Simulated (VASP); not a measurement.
# NaSr2Sn3 (P6/mmm) in VASP: further runs

NaSr2Sn3 is run at these levels: PBE; tasks: single point, relaxation of cell and atoms.

All numbers are computed with VASP 6.6.1; they aren't measurements. Logs are shortened: lines on timing, memory, paths and dates and some standing lists are left out, and cuts for length are marked.

**1. The cell of the first run**

It takes space group P6/mmm (No. 191, hexagonal). Conventional cell: a = 6.921 Å, b = 6.921 Å, c = 5.442 Å, α = 90.00°, β = 90.00°, γ = 120.00°. Na (site symmetry 6/mmm) has 6 Sr at 4.00 Å and 12 Sn at 4.40 Å within 5.2 Å. Within 4.4 Å of Sr (site symmetry -6m2) lie 6 Sn at 3.38 Å and 3 Sr at 4.00 Å and 3 Na at 4.00 Å. Within 4.5 Å of Sn (site symmetry mmm) lie 4 Sr at 3.38 Å and 4 Sn at 3.46 Å and 4 Na at 4.40 Å.

The cell was generated, and may not be a known phase.

**2. Single point, PBE**

Contents of INCAR:

```
PREC = Accurate
ENCUT = 520
EDIFF = 1E-6
ISMEAR = 0
SIGMA = 0.1
LREAL = False
LASPH = True
NELM = 60
ALGO = Normal
ISIF = 2
LWAVE = False
LCHARG = False
GGA = PE
NBANDS = 44
```

Contents of KPOINTS:

```
Automatic mesh
0
Gamma
  3 3 4
```

Contents of POSCAR:

```
NaSr2Sn3
1.0
    6.9212814596      0.0000000000      0.0000000000
   -3.4606407298      5.9940055707      0.0000000000
    0.0000000000      0.0000000000      5.4422634268
Na Sr Sn
1 2 3
Direct
    0.0000000000      0.0000000000      0.0000000000
    0.3333333333      0.6666666667      0.0000000000
    0.6666666667      0.3333333333      0.0000000000
    0.5000000000      0.0000000000      0.5000000000
    0.5000000000      0.5000000000      0.5000000000
    0.0000000000      0.5000000000      0.5000000000
```

Potentials or basis: VASP PAW PBE potentials, release 64 (Na_pv, Sr_sv, Sn_d).

Started as:

```console
cat potpaw_PBE.64/Na_pv/POTCAR potpaw_PBE.64/Sr_sv/POTCAR potpaw_PBE.64/Sn_d/POTCAR > POTCAR
mpirun -np 1 vasp_std > vasp.out
```

OUTCAR:

```text
PREC = Accurate
   ENCUT = 520
   EDIFF = 1E-6
   ISMEAR = 0
   LREAL = False
   LASPH = True
   NELM = 60
   ISIF = 2
   GGA = PE

 ion  position               nearest neighbor table
   1  0.000  0.000  0.000-
   2  0.333  0.667  0.000-   4 3.38   4 3.38   6 3.38   6 3.38   5 3.38   5 3.38   3 4.00   3 4.00
                             3 4.00
   3  0.667  0.333  0.000-   4 3.38   4 3.38   6 3.38   6 3.38   5 3.38   5 3.38   2 4.00   2 4.00
                             2 4.00
   4  0.500  0.000  0.500-   2 3.38   3 3.38   2 3.38   3 3.38   5 3.46   6 3.46   5 3.46   6 3.46

   5  0.500  0.500  0.500-   2 3.38   3 3.38   2 3.38   3 3.38   4 3.46   4 3.46   6 3.46   6 3.46

   6  0.000  0.500  0.500-   2 3.38   3 3.38   2 3.38   3 3.38   4 3.46   4 3.46   5 3.46   5 3.46

  LATTYP: Found a hexagonal cell.
 ALAT       =     6.9212814596
 C/A-ratio  =     0.7863086422

  Lattice vectors:

 A1 = (   6.9212814596,   0.0000000000,   0.0000000000)
 A2 = (  -3.4606407298,   5.9940055707,   0.0000000000)
 A3 = (   0.0000000000,   0.0000000000,   5.4422634268)

Analysis of symmetry for initial positions (statically):
=====================================================================
 Subroutine PRICEL returns:
 Original cell was already a primitive cell.

 Routine SETGRP: Setting up the symmetry group for a
 hexagonal supercell.

 Subroutine GETGRP returns: Found 24 space group operations
 (whereof 24 operations were pure point group operations)
 out of a pool of 24 trial point group operations.

The static configuration has the point symmetry D_6h.

Analysis of symmetry for dynamics (positions and initial velocities):
=====================================================================
 Subroutine PRICEL returns:
 Original cell was already a primitive cell.

 Routine SETGRP: Setting up the symmetry group for a
 hexagonal supercell.

 Subroutine GETGRP returns: Found 24 space group operations
 (whereof 24 operations were pure point group operations)
 out of a pool of 24 trial point group operations.

The dynamic configuration has the point symmetry D_6h.

 Subroutine INISYM returns: Found 24 space group operations
 (whereof 24 operations are pure point group operations),
 and found     1 'primitive' translations

----------------------------------------------------------------------------------------

                                     Primitive cell

  volume of cell :     225.7788

  direct lattice vectors                    reciprocal lattice vectors
     6.921281460  0.000000000  0.000000000     0.144481915  0.083416673  0.000000000
    -3.460640730  5.994005571  0.000000000     0.000000000  0.166833345  0.000000000
     0.000000000  0.000000000  5.442263427     0.000000000  0.000000000  0.183747078

  length of vectors
     6.921281460  6.921281460  5.442263427     0.166833345  0.166833345  0.183747078

  position of ions in fractional coordinates (direct lattice)
     0.000000000  0.000000000  0.000000000
     0.333333333  0.666666667  0.000000000
     0.666666667  0.333333333  0.000000000
     0.500000000  0.000000000  0.500000000
     0.500000000  0.500000000  0.500000000
     0.000000000  0.500000000  0.500000000

  ion indices of the primitive-cell ions
   primitive index   ion index
                 1           1
                 2           2
                 3           3
                 4           4
                 5           5
                 6           6

----------------------------------------------------------------------------------------

 KPOINTS: Automatic mesh

Automatic generation of k-mesh.
 Grid dimensions read from file:
 generate k-points for:    3    3    4

 Generating k-lattice:

  Cartesian coordinates                     Fractional coordinates (reciprocal lattice)
     0.048160638  0.027805558  0.000000000     0.333333333  0.000000000  0.000000000
     0.000000000  0.055611115  0.000000000     0.000000000  0.333333333  0.000000000
     0.000000000  0.000000000  0.045936769     0.000000000  0.000000000  0.250000000

  Length of vectors
     0.055611115  0.055611115  0.045936769

  Shift w.r.t. Gamma in fractional coordinates (k-lattice)
     0.000000000  0.000000000  0.000000000

 Subroutine IBZKPT returns following result:
 ===========================================

 Found      9 irreducible k-points:

 Following reciprocal coordinates:
            Coordinates               Weight
  0.000000  0.000000  0.000000      1.000000
  0.333333  0.000000  0.000000      6.000000
  0.333333  0.333333  0.000000      2.000000
  0.000000  0.000000  0.250000      2.000000
  0.333333  0.000000  0.250000     12.000000
  0.333333  0.333333  0.250000      4.000000
  0.000000  0.000000  0.500000      1.000000
  0.333333  0.000000  0.500000      6.000000
  0.333333  0.333333  0.500000      2.000000
   k-points           NKPTS =      9   k-points in BZ     NKDIM =      9   number of bands    NBANDS=     44
   number of dos      NEDOS =    301   number of ions     NIONS =      6
   total plane-waves  NPLWV = 116640
   dimension x,y,z NGX =    54 NGY =   54 NGZ =   40
   dimension x,y,z NGXF=   108 NGYF=  108 NGZF=   80
   ions per type =               1   2   3
   NGX,Y,Z   is equivalent  to a cutoff of  12.97, 12.97, 12.22 a.u.
   NGXF,Y,Z  is equivalent  to a cutoff of  25.94, 25.94, 24.44 a.u.
 SYSTEM =  unknown system
   PREC   = accura    normal or accurate (medium, high low for compatibility)
   ISTART =      0    job   : 0-new  1-cont  2-samecut
   ICHARG =      2    charge: 1-file 2-atom 10-const
   ISPIN  =      1    spin polarized calculation?
   LNONCOLLINEAR =      F non collinear calculations
   LSORBIT =      F    spin-orbit coupling
   LASPH  =      T    aspherical Exc in radial PAW
   ENCUT  =  520.0 eV  38.22 Ry    6.18 a.u.  12.87 12.87 10.12*2*pi/ulx,y,z
   NELM   =     60;   NELMIN=  2; NELMDL= -5     # of ELM steps
   EDIFF  = 0.1E-05   stopping-criterion for ELM
   LREAL  =      F    real-space projection
   EDIFFG = 0.1E-04   stopping-criterion for IOM
   NSW    =      0    number of steps for IOM
   IBRION =     -1    ionic relax: 0-MD 1-quasi-New 2-CG
   NFREE  =      0    steps in history (QN), initial steepest desc. (CG)
   ISIF   =      2    stress and relaxation
   ISYM   =      2    0-nonsym 1-usesym 2-fastsym
   POTIM  = 0.5000    time-step for ionic-motion
   TEBEG  =    0.0;   TEEND  =   0.0 temperature during run
   PSTRESS=    0.0 pullay stress
   NELECT =      69.0000    total number of electrons
   NUPDOWN=      -1.0000    fix difference up-down
   EMIN   =  10.00;   EMAX   =-10.00  energy-range for DOS
   EFERMI =   0.00;   METHOD = LEGACY
   ISMEAR =     0;   SIGMA  =   0.10  broadening in eV -4-tet -1-fermi 0-gaus
   EFERMI_NEDOS =   21; number of points for ismear=-14 and -15
   IALGO  =     38    algorithm
   IMIX   =      4    mixing-type and parameters
     AMIX     =   0.40;   BMIX     =  1.00
     AMIX_MAG =   1.60;   BMIX_MAG =  1.00
  volume/ion in A,a.u.               =      37.63       253.94
  Fermi-wavevector in a.u.,A,eV,Ry     =   1.102715  2.083830 16.544431  1.215981
  Thomas-Fermi vector in A             =   2.239163
   LORBIT       =      0    0 simple, 1 ext, 2 COOP (PROOUT), +10 PAW based schemes
   GGA     = PE    functional components
   LHFCALC =     F    Hartree Fock is set to
   AEXX    =    0.0000 exact exchange contribution
   IVDW    =     0    specifies the selected vdW correction
   LEPSILON=     F    determine dielectric tensor
   LRPA    =     F    only Hartree local field effects (RPA)
 non-spin polarized calculation
 Gauss-broadening in eV      SIGMA  =   0.10
  energy-cutoff  :      520.00
  volume of cell :      225.78
 maximum number of plane-waves:      6108
 NGX is ok and might be reduce to    54
   NGX = 25   NGY = 25   NGZ = 21

 number of electron      68.9999984 magnetization

 Free energy of the ion-electron system (eV)
  ---------------------------------------------------
  ext. energy  EPLUGINS =         0.00000000
  ---------------------------------------------------
  free energy    TOTEN  =       -17.44493861 eV

  energy without entropy =      -17.38938547  energy(sigma->0) =      -17.41716204

 E-fermi :   2.7848     XC(G=0):  -8.2132

 val. band max:        2.7771396846   @ k =   0.3333   0.0000   0.2500
 cond. band min:       2.8053635409   @ k =   0.0000   0.0000   0.0000
 fundamental gap:      0.0282238562
 Fermi energy:         2.7848070076

 k-point     1 :       0.0000    0.0000    0.0000
  band No.  band energies     occupation
      1     -32.4289      2.00000
      2     -32.4103      2.00000
      3     -22.1602      2.00000
      4     -22.1602      2.00000
      5     -22.1233      2.00000
      6     -17.7971      2.00000
[... 36 lines left out ...]
     43       6.2661      0.00000
     44       7.3029      0.00000

 k-point     2 :       0.3333    0.0000    0.0000
  band No.  band energies     occupation
      1     -32.4249      2.00000
      2     -32.4143      2.00000
      3     -22.1602      2.00000
      4     -22.1602      2.00000
      5     -22.1233      2.00000
      6     -17.7890      2.00000
[... 36 lines left out ...]
     43       6.6944      0.00000
     44       6.7677      0.00000

 k-point     3 :       0.3333    0.3333    0.0000
  band No.  band energies     occupation
      1     -32.4196      2.00000
      2     -32.4196      2.00000
      3     -22.1602      2.00000
      4     -22.1602      2.00000
      5     -22.1233      2.00000
      6     -17.7768      2.00000
[... 36 lines left out ...]
     43       7.2283      0.00000
     44       7.3908      0.00000

 k-point     4 :       0.0000    0.0000    0.2500
  band No.  band energies     occupation
      1     -32.4286      2.00000
      2     -32.4104      2.00000
      3     -22.1602      2.00000
      4     -22.1602      2.00000
      5     -22.1234      2.00000
      6     -17.7984      2.00000
[... 177 lines left out ...]
     43       7.0559      0.00000
     44       7.5138      0.00000

 k-point     8 :       0.3333    0.0000    0.5000
  band No.  band energies     occupation
      1     -32.4246      2.00000
      2     -32.4142      2.00000
      3     -22.1602      2.00000
      4     -22.1602      2.00000
      5     -22.1234      2.00000
      6     -17.7896      2.00000
[... 36 lines left out ...]
     43       6.9024      0.00000
     44       7.2555      0.00000

 k-point     9 :       0.3333    0.3333    0.5000
  band No.  band energies     occupation
      1     -32.4194      2.00000
      2     -32.4194      2.00000
      3     -22.1602      2.00000
      4     -22.1602      2.00000
      5     -22.1234      2.00000
      6     -17.7766      2.00000
[... 36 lines left out ...]
     43       5.8527      0.00000
     44       7.5837      0.00000

------------------------ aborting loop because EDIFF is reached ----------------------------------------

  FORCE on cell =-STRESS in cart. coord.  units (eV):
  Direction    XX          YY          ZZ          XY          YZ          ZX
  --------------------------------------------------------------------------------------
  -------------------------------------------------------------------------------------
  Total       -0.3036986     -0.3036986     -0.0528061      0.0000000      0.0000000      0.0000000
  in kB       -2.1551138     -2.1551138     -0.3747242      0.0000000      0.0000000      0.0000000
  external PRESSURE =      -1.5616506 kB  Pullay stress =       0.0000000 kB

 VOLUME and BASIS-vectors are now :
 -----------------------------------------------------------------------------
  energy-cutoff  :      520.00
  volume of cell :      225.78
      direct lattice vectors                 reciprocal lattice vectors
     6.921281460  0.000000000  0.000000000     0.144481915  0.083416673  0.000000000
    -3.460640730  5.994005571  0.000000000     0.000000000  0.166833345  0.000000000
     0.000000000  0.000000000  5.442263427     0.000000000  0.000000000  0.183747078

 POSITION                                       TOTAL-FORCE (eV/Angst)
 -----------------------------------------------------------------------------------
      0.00000      0.00000      0.00000        -0.000000      0.000000      0.000000
     -0.00000      3.99600      0.00000         0.000000      0.000000      0.000000
      3.46064      1.99800      0.00000         0.000000      0.000000     -0.000000
      3.46064      0.00000      2.72113        -0.000000      0.000000      0.000000
      1.73032      2.99700      2.72113        -0.000000      0.000000      0.000000
     -1.73032      2.99700      2.72113        -0.000000      0.000000      0.000000
 -----------------------------------------------------------------------------------
    total drift:                                0.000000      0.000000      0.000000

  FREE ENERGIE OF THE ION-ELECTRON SYSTEM (eV)
  ---------------------------------------------------
  free  energy   TOTEN  =       -17.4449386114 eV

  energy  without entropy=      -17.3893854688  energy(sigma->0) =      -17.41716204
```

Wall time 3.2 min (1 thread of AMD EPYC 7R43 (Zen 3), shared host); peak memory 0.33 GiB.

Results:

```
Free energy            : -17.4449 eV
Pressure               : -0.2 GPa
Band gap on the k mesh : zero (an odd number of electrons rules out a gap without spin polarisation)
```

Levels at points of the mesh, in eV from the Fermi level:
```csv
k point,band 31,band 32,band 33,band 34,band 35,band 36,band 37,band 38,band 39,band 40
"(0.00, 0.00, 0.00)",-1.15,-1.15,-0.52,-0.40,0.02,0.02,2.74,3.03,3.03,3.30
"(0.00, 0.00, 0.50)",-2.23,-1.00,-1.00,0.08,0.08,1.52,1.52,1.71,2.85,2.91
```

Caveat: spin-orbit coupling is left out, which moves the levels of the heavy elements.

**3. Relaxation of cell and atoms, PBE**

This run uses another cell than the first one, of 25.67 Å³/atom.

Contents of INCAR:

```
SYSTEM = NaSr2Sn3
ALGO = Normal
EDIFF = 1E-6
EDIFFG = -0.04
ENCUT = 600
GGA = PE
IBRION = 2
ISIF = 3
ISMEAR = 0
LASPH = .TRUE.
LCHARG = .FALSE.
LREAL = .FALSE.
LWAVE = .FALSE.
NELM = 100
NSW = 90
PREC = Accurate
SIGMA = 0.1
```

Contents of KPOINTS:

```
k-points
0
G
  3 3 4
  0 0 0
```

Contents of POSCAR:

```
NaSr2Sn3
1.0
    6.8136740600      0.0000000000      0.0000000000
   -3.4068370300      5.9008148300      0.0000000000
    0.0000000000      0.0000000000      3.8303094900
Na Sr Sn
1 2 3
Direct
    0.0000000000      0.0000000000      0.0000000000
    0.3333333300      0.6666666700      0.0000000000
    0.6666666700      0.3333333300      0.0000000000
    0.5000000000      0.0000000000      0.5000000000
    0.5000000000      0.5000000000      0.5000000000
    0.0000000000      0.5000000000      0.5000000000
```

Potentials or basis: VASP PAW PBE potentials, release 64 (Na_pv, Sr_sv, Sn_d).

Started as:

```console
cat potpaw_PBE.64/Na_pv/POTCAR potpaw_PBE.64/Sr_sv/POTCAR potpaw_PBE.64/Sn_d/POTCAR > POTCAR
mpirun -np 1 vasp_std > vasp.out
```

Wall time 25 min (1 thread of AMD EPYC 7R43 (Zen 3), shared host); peak memory 0.29 GiB.

Results (log left out):

```
Free energy                           : -17.4179 eV
Relaxed volume                        : 37.23 Å³/atom
Relaxed cell                          : a = 6.883 Å, b = 6.883 Å, c = 5.444 Å, α = 90.00°, β = 90.00°, γ = 120.00°
Space group after relaxing (to 0.1 Å) : P6/mmm (No. 191)
Energy gained by relaxing             : 1280.7 meV/atom
Ionic steps                           : 12
Pressure after relaxing               : 0.0 GPa
Band gap on the k mesh                : zero (an odd number of electrons rules out a gap without spin polarisation)
```

Stress tensor (GPa, compression positive):
```
 0.03  0.00  0.00
 0.00  0.03  0.00
 0.00  0.00 -0.08
```

The path:
```
step  energy change (eV)  largest force (eV/Å)  pressure (GPa)  volume (Å³)
   1              0.0000                0.0000           30.77       154.00
   2             -6.7101                0.0000           -2.65       290.46
   3             -6.9914                0.0000            0.04       248.60
   4             -7.0038                0.0000           -0.81       258.16
   5             -7.0061                0.0000           -0.61       255.74
   6             -7.2700                0.0000           -0.81       251.37
   7             -7.5954                0.0000           -0.98       240.26
   8             -6.7382                0.0000            0.52       212.24
   9             -7.6360                0.0000           -1.06       236.96
  10             -7.6430                0.0000           -1.09       235.34
  11             -7.6814                0.0000            0.30       220.54
  12             -7.6839                0.0000           -0.01       223.37
```

Final structure:
```
Na Sr Sn
1.0
     6.88295    0.00000    0.00000
    -3.44147    5.96081    0.00000
     0.00000    0.00000    5.44432
Na Sr Sn
1 2 3
Direct
  0.00000 0.00000 0.00000
  0.33333 0.66667 0.00000
  0.66667 0.33333 0.00000
  0.50000 0.00000 0.50000
  0.50000 0.50000 0.50000
  0.00000 0.50000 0.50000
```

Levels at points of the mesh, in eV from the Fermi level:
```csv
k point,band 33,band 34,band 35,band 36,band 37,band 38
"(0.00, 0.00, 0.00)",-0.55,-0.43,0.01,0.01,2.76,3.02
"(0.00, 0.00, 0.50)",-1.02,0.10,0.10,1.51,1.51,1.68
```

Caveat: the k points lie up to 0.35 Å⁻¹ apart in the final cell, too coarse for converged energies and pressures of a metal; the volume moved by over 15 % at a fixed basis, so the end points are rough; spin-orbit coupling is left out, which moves the levels of the heavy elements.

The gap in the log of VASP goes by the Fermi energy; the results here count the filled bands.